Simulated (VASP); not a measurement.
# Hf3C2 (R-3m) in VASP: notebook

The runs below take Hf3C2 through single point, with PBEsol.

Everything below comes from runs of VASP 6.6.1. Logs are shortened: lines on timing, memory, paths and dates and some standing lists are left out, and cuts for length are marked.

## 1. The cell of the first run

Symmetry: R-3m, No. 166, trigonal system. Conventional cell: a = 3.226 Å, b = 3.226 Å, c = 23.358 Å, α = 90.00°, β = 90.00°, γ = 120.00°. Hf (site symmetry 3m) has 3 C at 2.29 Å within 3.0 Å. Within 3.0 Å of Hf (site symmetry -3m) lie 6 C at 2.27 Å. C (site symmetry 3m) has 6 Hf at 2.27 to 2.29 Å within 3.0 Å.

## 2. Single point, PBEsol

The input, INCAR:

```
PREC = Accurate
ENCUT = 520
EDIFF = 1E-7
ISMEAR = 0
SIGMA = 0.1
LREAL = F
LASPH = T
NELM = 100
ALGO = Normal
ISIF = 2
LWAVE = F
LCHARG = F
GGA = PS
NBANDS = 27
```

The input, KPOINTS:

```
regular mesh
0
Gamma
  6 6 6
```

The input, POSCAR:

```
Hf3C2
1.0
    1.6127824129      0.9311403602      7.7859511958
   -1.6127824129      0.9311403602      7.7859511958
    0.0000000000     -1.8622807204      7.7859511958
Hf C
3 2
Direct
    0.7789751360      0.7789751360      0.7789751360
    0.2210248640      0.2210248640      0.2210248640
    0.0000000000      0.0000000000      0.0000000000
    0.6111305274      0.6111305274      0.6111305274
    0.3888694726      0.3888694726      0.3888694726
```

Potentials or basis: VASP PAW PBE potentials, release 64 (Hf_pv, C).

Started as:

```
$ cat potpaw_PBE.64/Hf_pv/POTCAR potpaw_PBE.64/C/POTCAR > POTCAR
$ mpirun -np 1 vasp_std > vasp.out
```

OUTCAR:

```text
PREC = Accurate
   ENCUT = 520
   EDIFF = 1E-7
   ISMEAR = 0
   LREAL = F
   LASPH = T
   NELM = 100
   ISIF = 2
   GGA = PS

 ion  position               nearest neighbor table
   1  0.779  0.779  0.779-   5 2.29   5 2.29   5 2.29   2 3.15   2 3.15   2 3.15   3 3.22   3 3.22
                             3 3.22
   2  0.221  0.221  0.221-   4 2.29   4 2.29   4 2.29   1 3.15   1 3.15   1 3.15   3 3.22   3 3.22
                             3 3.22
   3  0.000  0.000  0.000-   4 2.27   5 2.27   4 2.27   4 2.27   5 2.27   5 2.27   2 3.22   1 3.22
                             2 3.22   1 3.22   2 3.22   1 3.22
   4  0.611  0.611  0.611-   3 2.27   3 2.27   3 2.27   2 2.29   2 2.29   2 2.29
   5  0.389  0.389  0.389-   3 2.27   3 2.27   3 2.27   1 2.29   1 2.29   1 2.29

  LATTYP: Found a trigonal (rhomboedric) cell.
 ALAT       =     8.0055684061
 COS(alpha) =     0.9188296894

  Lattice vectors:

 A1 = (   1.6127824129,   0.9311403602,   7.7859511958)
 A2 = (  -1.6127824129,   0.9311403602,   7.7859511958)
 A3 = (   0.0000000000,  -1.8622807204,   7.7859511958)

Analysis of symmetry for initial positions (statically):
=====================================================================
 Subroutine PRICEL returns:
 Original cell was already a primitive cell.

 Routine SETGRP: Setting up the symmetry group for a
 trigonal (rhombohedral) supercell.

 Subroutine GETGRP returns: Found 12 space group operations
 (whereof 12 operations were pure point group operations)
 out of a pool of 12 trial point group operations.

The static configuration has the point symmetry D_3d.

Analysis of symmetry for dynamics (positions and initial velocities):
=====================================================================
 Subroutine PRICEL returns:
 Original cell was already a primitive cell.

 Routine SETGRP: Setting up the symmetry group for a
 trigonal (rhombohedral) supercell.

 Subroutine GETGRP returns: Found 12 space group operations
 (whereof 12 operations were pure point group operations)
 out of a pool of 12 trial point group operations.

The dynamic configuration has the point symmetry D_3d.

 Subroutine INISYM returns: Found 12 space group operations
 (whereof 12 operations are pure point group operations),
 and found     1 'primitive' translations

----------------------------------------------------------------------------------------

                                     Primitive cell

  volume of cell :      70.1542

  direct lattice vectors                    reciprocal lattice vectors
     1.612782413  0.931140360  7.785951196     0.310023222  0.178991991  0.042812153
    -1.612782413  0.931140360  7.785951196    -0.310023222  0.178991991  0.042812153
     0.000000000 -1.862280720  7.785951196     0.000000000 -0.357983981  0.042812153

  length of vectors
     8.005568406  8.005568406  8.005568406     0.360534896  0.360534896  0.360534896

  position of ions in fractional coordinates (direct lattice)
     0.778975136  0.778975136  0.778975136
     0.221024864  0.221024864  0.221024864
     0.000000000  0.000000000  0.000000000
     0.611130527  0.611130527  0.611130527
     0.388869473  0.388869473  0.388869473

  ion indices of the primitive-cell ions
   primitive index   ion index
                 1           1
                 2           2
                 3           3
                 4           4
                 5           5

----------------------------------------------------------------------------------------

 KPOINTS: regular mesh

Automatic generation of k-mesh.
 Grid dimensions read from file:
 generate k-points for:    6    6    6

 Generating k-lattice:

  Cartesian coordinates                     Fractional coordinates (reciprocal lattice)
     0.051670537  0.029831998  0.007135359     0.166666667 -0.000000000 -0.000000000
    -0.051670537  0.029831998  0.007135359    -0.000000000  0.166666667 -0.000000000
     0.000000000 -0.059663997  0.007135359    -0.000000000 -0.000000000  0.166666667

  Length of vectors
     0.060089149  0.060089149  0.060089149

  Shift w.r.t. Gamma in fractional coordinates (k-lattice)
     0.000000000  0.000000000  0.000000000

 Subroutine IBZKPT returns following result:
 ===========================================

 Found     32 irreducible k-points:

 Following reciprocal coordinates:
            Coordinates               Weight
  0.000000  0.000000  0.000000      1.000000
  0.166667  0.000000  0.000000      6.000000
  0.333333 -0.000000  0.000000      6.000000
  0.500000  0.000000  0.000000      3.000000
  0.166667  0.166667  0.000000      6.000000
  0.333333  0.166667 -0.000000     12.000000
[... 16 lines left out ...]
  0.500000  0.500000  0.166667      6.000000
 -0.333333  0.500000  0.166667     12.000000
 [... further k-points ...]
   k-points           NKPTS =     32   k-points in BZ     NKDIM =     32   number of bands    NBANDS=     27
   number of dos      NEDOS =    301   number of ions     NIONS =      5
   total plane-waves  NPLWV = 216000
   dimension x,y,z NGX =    60 NGY =   60 NGZ =   60
   dimension x,y,z NGXF=   120 NGYF=  120 NGZF=  120
   ions per type =               3   2
   NGX,Y,Z   is equivalent  to a cutoff of  12.46, 12.46, 12.46 a.u.
   NGXF,Y,Z  is equivalent  to a cutoff of  24.92, 24.92, 24.92 a.u.
 SYSTEM =  unknown system
   PREC   = accura    normal or accurate (medium, high low for compatibility)
   ISTART =      0    job   : 0-new  1-cont  2-samecut
   ICHARG =      2    charge: 1-file 2-atom 10-const
   ISPIN  =      1    spin polarized calculation?
   LNONCOLLINEAR =      F non collinear calculations
   LSORBIT =      F    spin-orbit coupling
   LASPH  =      T    aspherical Exc in radial PAW
   ENCUT  =  520.0 eV  38.22 Ry    6.18 a.u.  14.89 14.89 14.89*2*pi/ulx,y,z
   NELM   =    100;   NELMIN=  2; NELMDL= -5     # of ELM steps
   EDIFF  = 0.1E-06   stopping-criterion for ELM
   LREAL  =      F    real-space projection
   EDIFFG = 0.1E-05   stopping-criterion for IOM
   NSW    =      0    number of steps for IOM
   IBRION =     -1    ionic relax: 0-MD 1-quasi-New 2-CG
   NFREE  =      0    steps in history (QN), initial steepest desc. (CG)
   ISIF   =      2    stress and relaxation
   ISYM   =      2    0-nonsym 1-usesym 2-fastsym
   POTIM  = 0.5000    time-step for ionic-motion
   TEBEG  =    0.0;   TEEND  =   0.0 temperature during run
   PSTRESS=    0.0 pullay stress
   NELECT =      38.0000    total number of electrons
   NUPDOWN=      -1.0000    fix difference up-down
   EMIN   =  10.00;   EMAX   =-10.00  energy-range for DOS
   EFERMI =   0.00;   METHOD = LEGACY
   ISMEAR =     0;   SIGMA  =   0.10  broadening in eV -4-tet -1-fermi 0-gaus
   EFERMI_NEDOS =   21; number of points for ismear=-14 and -15
   IALGO  =     38    algorithm
   IMIX   =      4    mixing-type and parameters
     AMIX     =   0.40;   BMIX     =  1.00
     AMIX_MAG =   1.60;   BMIX_MAG =  1.00
  volume/ion in A,a.u.               =      14.03        94.68
  Fermi-wavevector in a.u.,A,eV,Ry     =   1.334498  2.521836 24.230427  1.780886
  Thomas-Fermi vector in A             =   2.463275
   LORBIT       =      0    0 simple, 1 ext, 2 COOP (PROOUT), +10 PAW based schemes
   GGA     = PS    functional components
   LHFCALC =     F    Hartree Fock is set to
   AEXX    =    0.0000 exact exchange contribution
   IVDW    =     0    specifies the selected vdW correction
   LEPSILON=     F    determine dielectric tensor
   LRPA    =     F    only Hartree local field effects (RPA)
 non-spin polarized calculation
 Gauss-broadening in eV      SIGMA  =   0.10
  energy-cutoff  :      520.00
  volume of cell :       70.15
 maximum number of plane-waves:      1918
   NGX = 29   NGY = 29   NGZ = 29

 number of electron      37.9999999 magnetization

 Free energy of the ion-electron system (eV)
  ---------------------------------------------------
  ext. energy  EPLUGINS =         0.00000000
  ---------------------------------------------------
  free energy    TOTEN  =       -54.75793683 eV

  energy without entropy =      -54.74105882  energy(sigma->0) =      -54.74949783

 E-fermi :   5.5954     XC(G=0): -12.2583

 val. band max:        5.5786697514   @ k =  -0.3333   0.1667   0.0000
 cond. band min:       5.5980639893   @ k =   0.1667   0.0000   0.0000
 fundamental gap:      0.0193942380
 Fermi energy:         5.5953661628

 k-point     1 :       0.0000    0.0000    0.0000
  band No.  band energies     occupation
      1     -24.5508      2.00000
      2     -24.3704      2.00000
      3     -24.0067      2.00000
      4     -24.0067      2.00000
      5     -23.9461      2.00000
      6     -23.9461      2.00000
[... 19 lines left out ...]
     26       8.4288      0.00000
     27      10.5745      0.00000

 k-point     2 :       0.1667    0.0000    0.0000
  band No.  band energies     occupation
      1     -24.5205      2.00000
      2     -24.3730      2.00000
      3     -24.1060      2.00000
      4     -24.0869      2.00000
      5     -24.0473      2.00000
      6     -23.9760      2.00000
[... 19 lines left out ...]
     26      10.1379      0.00000
     27      11.0736      0.00000

 k-point     3 :       0.3333   -0.0000    0.0000
  band No.  band energies     occupation
      1     -24.5360      2.00000
      2     -24.4919      2.00000
      3     -24.3244      2.00000
      4     -24.1950      2.00000
      5     -24.1241      2.00000
      6     -24.0392      2.00000
[... 594 lines left out ...]
      1     -24.5098      2.00000
      2     -24.4840      2.00000
      3     -24.3870      2.00000
      4     -24.1708      2.00000
      5     -24.1326      2.00000
      6     -24.0280      2.00000
[... 19 lines left out ...]
     26      10.5366      0.00000
     27      11.5257      0.00000

 k-point    24 :      -0.3333    0.5000    0.1667
  band No.  band energies     occupation
      1     -24.5541      2.00000
      2     -24.5369      2.00000
      3     -24.3294      2.00000
      4     -24.2632      2.00000
      5     -24.2065      2.00000
      6     -24.1566      2.00000
[... 19 lines left out ...]
     26      11.6286      0.00000
     27      12.0809      0.00000

 [... further k-points ...]

------------------------ aborting loop because EDIFF is reached ----------------------------------------

  FORCE on cell =-STRESS in cart. coord.  units (eV):
  Direction    XX          YY          ZZ          XY          YZ          ZX
  --------------------------------------------------------------------------------------
  -------------------------------------------------------------------------------------
  Total        1.9761447      1.9761447      1.1759279      0.0000000      0.0000000      0.0000000
  in kB       45.1310537     45.1310537     26.8557584      0.0000000      0.0000000      0.0000000
  external PRESSURE =      39.0392886 kB  Pullay stress =       0.0000000 kB

 VOLUME and BASIS-vectors are now :
 -----------------------------------------------------------------------------
  energy-cutoff  :      520.00
  volume of cell :       70.15
      direct lattice vectors                 reciprocal lattice vectors
     1.612782413  0.931140360  7.785951196     0.310023222  0.178991991  0.042812153
    -1.612782413  0.931140360  7.785951196    -0.310023222  0.178991991  0.042812153
     0.000000000 -1.862280720  7.785951196     0.000000000 -0.357983981  0.042812153

 POSITION                                       TOTAL-FORCE (eV/Angst)
 -----------------------------------------------------------------------------------
      0.00000      0.00000     18.19519         0.000000     -0.000000     -1.676285
      0.00000      0.00000      5.16267         0.000000     -0.000000      1.676285
      0.00000      0.00000      0.00000         0.000000     -0.000000     -0.000000
      0.00000      0.00000     14.27470         0.000000      0.000000     -1.419520
      0.00000      0.00000      9.08316         0.000000      0.000000      1.419520
 -----------------------------------------------------------------------------------
    total drift:                                0.000000     -0.000000     -0.000000

  FREE ENERGIE OF THE ION-ELECTRON SYSTEM (eV)
  ---------------------------------------------------
  free  energy   TOTEN  =       -54.7579368312 eV

  energy  without entropy=      -54.7410588234  energy(sigma->0) =      -54.74949783
```

Wall time 2.7 min (1 thread of Intel Xeon 6975P-C (Granite Rapids), shared host); peak memory 0.48 GiB.

Results:

```yaml
Free_energy: -54.7579 eV
Pressure: 3.9 GPa
Largest_force: 1.676 eV/Å
Band_gap_on_the_k_mesh: zero (band 19 reaches 7.11 eV, above the bottom of band 20 at 5.29 eV)
```

Forces on the atoms (eV/Å):
```
Hf   0.000  0.000 -1.676
Hf   0.000  0.000  1.676
Hf   0.000  0.000  0.000
C    0.000  0.000 -1.420
C    0.000  0.000  1.420
```

Levels at points of the mesh, in eV from the Fermi level:
| k point | band 17 | band 18 | band 19 | band 20 | band 21 | band 22 |
| --- | --- | --- | --- | --- | --- | --- |
| (0.00, 0.00, 0.00) | -0.89 | -0.89 | 1.51 | 1.89 | 1.89 | 2.50 |
| (0.50, 0.00, 0.00) | -1.40 | -1.07 | -0.48 | 0.18 | 1.06 | 3.34 |
| (0.50, 0.50, 0.00) | -2.08 | -1.37 | -0.68 | 0.38 | 2.02 | 3.61 |
| (0.50, 0.50, 0.50) | -1.08 | -0.27 | 0.18 | 1.38 | 1.38 | 3.37 |

Caveat: the k points lie up to 0.38 Å⁻¹ apart; the PAW data sets were made with another functional, which shifts forces and pressure a little; spin-orbit coupling is left out, which moves the levels of the heavy elements.

## 3. Single point, PBEsol

This run uses another cell than the first one, of 14.58 Å³/atom, 1.039 times its volume.

The input, INCAR:

```
ALGO = Normal
EDIFF = 1E-6
ENCUT = 520
GGA = PS
ISIF = 2
ISMEAR = 0
LASPH = T
LCHARG = T
LELF = T
LREAL = F
LVHAR = T
LWAVE = F
NBANDS = 27
NELM = 60
PREC = Accurate
SIGMA = 0.1
```

The input, KPOINTS:

```
k-points
0
Gamma
  6 6 6
```

The input, POSCAR:

```
Hf3C2
1.0
    1.6332056523      0.9429317230      7.8905729364
   -1.6332056523      0.9429317230      7.8905729364
    0.0000000000     -1.8858634460      7.8905729364
Hf C
3 2
Direct
    0.7747230251      0.7747230251      0.7747230251
    0.2252769749      0.2252769749      0.2252769749
    0.0000000000      0.0000000000      0.0000000000
    0.6087358783      0.6087358783      0.6087358783
    0.3912641217      0.3912641217      0.3912641217
```

Potentials or basis: VASP PAW PBE potentials, release 64 (Hf_pv, C).

Started as:

```
$ cat potpaw_PBE.64/Hf_pv/POTCAR potpaw_PBE.64/C/POTCAR > POTCAR
$ mpirun -np 1 vasp_std > vasp.out
```

Run time: 2.1 min. Hardware: 1 thread of Intel Xeon 6975P-C (Granite Rapids), shared host; peak memory 0.47 GiB.

It converged, with:

- Free energy: -55.0399 eV
- Pressure: -0.3 GPa
- Largest force: 0.051 eV/Å
- Band gap on the k mesh: zero (band 19 reaches 6.78 eV, above the bottom of band 20 at 5.17 eV)

Forces on the atoms (eV/Å):
```
Hf   0.000  0.000 -0.051
Hf   0.000  0.000  0.051
Hf   0.000  0.000  0.000
C    0.000  0.000  0.000
C    0.000  0.000  0.000
```

Levels at points of the mesh, in eV from the Fermi level:
| k point | band 16 | band 17 | band 18 | band 19 | band 20 | band 21 | band 22 | band 23 |
| --- | --- | --- | --- | --- | --- | --- | --- | --- |
| (0.00, 0.00, 0.00) | -1.91 | -1.61 | -1.61 | 1.31 | 1.43 | 1.43 | 2.73 | 2.73 |
| (0.50, 0.00, 0.00) | -2.77 | -1.66 | -1.57 | -0.53 | -0.04 | 1.54 | 3.65 | 4.89 |
| (0.50, 0.50, 0.00) | -2.56 | -2.05 | -1.77 | -0.67 | 0.08 | 2.15 | 3.79 | 4.27 |
| (0.50, 0.50, 0.50) | -1.72 | -1.72 | -0.96 | 0.67 | 1.15 | 1.15 | 3.28 | 3.28 |

Caveat: the k points lie up to 0.37 Å⁻¹ apart; the PAW data sets were made with another functional, which shifts forces and pressure a little; spin-orbit coupling is left out, which moves the levels of the heavy elements.
